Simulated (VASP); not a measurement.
A run of VASP 6.6.1:

The input INCAR:

```
ALGO = Normal
EDIFF = 1E-6
EDIFFG = -0.04
ENCUT = 600
GGA = PE
IBRION = 2
ISIF = 3
ISMEAR = 0
LASPH = True
LCHARG = False
LREAL = False
LWAVE = False
NELM = 100
NSW = 90
PREC = Accurate
SIGMA = 0.1
```

KPOINTS

```
k-points
0
Gamma
  6 6 2
```

POSCAR

```
Si3Br
1.0
    3.1449266000      0.0000000000      0.0000000000
   -1.5724633000      2.7235863300      0.0000000000
    0.0000000000      0.0000000000      9.7969774600
Si Br
3 1
Direct
    0.0000000000      0.0000000000      0.0000000000
    0.6666666700      0.3333333300      0.7616215300
    0.6666666700      0.3333333300      0.2383784700
    0.0000000000      0.0000000000      0.5000000000
```

Potentials or basis: VASP PAW PBE potentials, release 64 (Si, Br).

Command:

```bash
$ cat potpaw_PBE.64/Si/POTCAR potpaw_PBE.64/Br/POTCAR > POTCAR
$ mpirun -np 1 vasp_std > vasp.out
```

Hardware: 1 thread of Intel(R) Xeon(R) Platinum 8488C (Sapphire Rapids), on a shared host.

Problem. Estimate the wall time of this run.

Solution. Run time: 2.5 min on 1 thread of Intel(R) Xeon(R) Platinum 8488C (Sapphire Rapids), with other jobs on the host, peak memory 0.25 GiB. Counts: scf iterations 130, k points 14, ion steps 15.
